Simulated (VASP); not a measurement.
Input of a VASP 6.6.1 run:

INCAR

```
  ALGO = Normal
  EDIFF = 1E-6
  EDIFFG = -0.002
  ENCUT = 520
  GGA = CA
  IBRION = 2
  ISIF = 2
  ISMEAR = 0
  LASPH = T
  LCHARG = F
  LREAL = F
  LWAVE = F
  NELM = 60
  NSW = 50
  PREC = Accurate
  SIGMA = 0.01
```

File KPOINTS:

```
k-points
0
Gamma
  6 6 4
```

The input POSCAR:

```
ZnS
1.0
    3.7382324459      0.0000000000      0.0000000000
   -1.8691162230      3.2374042634      0.0000000000
    0.0000000000      0.0000000000      6.1122827871
Zn S
2 2
Direct
    0.3333333333      0.6666666667      0.0055913282
    0.6666666667      0.3333333333      0.5055913282
    0.3333333333      0.6666666667      0.3794086718
    0.6666666667      0.3333333333      0.8794086718
```

Potentials or basis: VASP PAW LDA potentials, release 64 (Zn, S).

Command:

```console
$ cat potpaw_LDA.64/Zn/POTCAR potpaw_LDA.64/S/POTCAR > POTCAR
$ mpirun -np 1 vasp_std > vasp.out
```

**Question.** What does it give for the band gap on the k mesh?

**Answer.** 2.26 eV.

**Question.** What does it give for the energy gained by relaxing?

**Answer.** 0.1 meV/atom.

Stress tensor (GPa, compression positive):
```
0.54 0.00 0.00
0.00 0.54 0.00
0.00 0.00 1.10
```

Caveat: the cell differs from its parent crystal (z stretched by -0.5 %, x and y held).
